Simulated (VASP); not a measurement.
Write the native input for VASP 6.6.1 that does the following.

- Task: single point
- Functional: PBE
- Potentials or basis: VASP PAW PBE potentials, release 64 (K_sv, Cl)
- Cutoff: 520 eV
- k mesh: 12 × 12 × 4
- Occupations: fermi-dirac, width 0.02 eV
- Spin: no spin polarisation
- Dipole correction: no
- Further INCAR settings: ALGO = Normal; EDIFF = 1e-07; NBANDS = 24

The structure of KCl lies in POSCAR:

```
KCl
1.0
    4.1282830175      0.0000000000      0.0000000000
   -2.0641415088      3.5751979671      0.0000000000
    0.0000000000      0.0000000000      7.2633384685
K Cl
2 2
Direct
    0.0000000000      0.0000000000      0.0000000000
    0.0000000000      0.0000000000      0.5000000000
    0.3333333333      0.6666666667      0.2500000000
    0.6666666667      0.3333333333      0.7500000000
```

This cell differs from its parent crystal: strain -4.9%.

The input as run:

INCAR

```
PREC = Accurate
ENCUT = 520
EDIFF = 1E-7
ISMEAR = -1
SIGMA = 0.02
LREAL = F
LASPH = T
NELM = 60
ALGO = Normal
ISIF = 2
LWAVE = F
LCHARG = T
GGA = PE
LELF = T
LVHAR = T
NBANDS = 24
```

KPOINTS

```
Automatic mesh
0
Gamma
  12 12 4
```

Potentials or basis: VASP PAW PBE potentials, release 64 (K_sv, Cl).

Run with:

```console
$ cat potpaw_PBE.64/K_sv/POTCAR potpaw_PBE.64/Cl/POTCAR > POTCAR
$ mpirun -np 1 vasp_std > vasp.out
```

Results of the run:

- Pressure: 5.1 GPa
- Band gap on the k mesh: 5.67 eV, direct

Caveat: the cell differs from its parent crystal (strain -4.9%).

Wall time 2 min on 1 thread of Intel Xeon 6975P-C, on a shared host, peak memory 0.3 GiB.
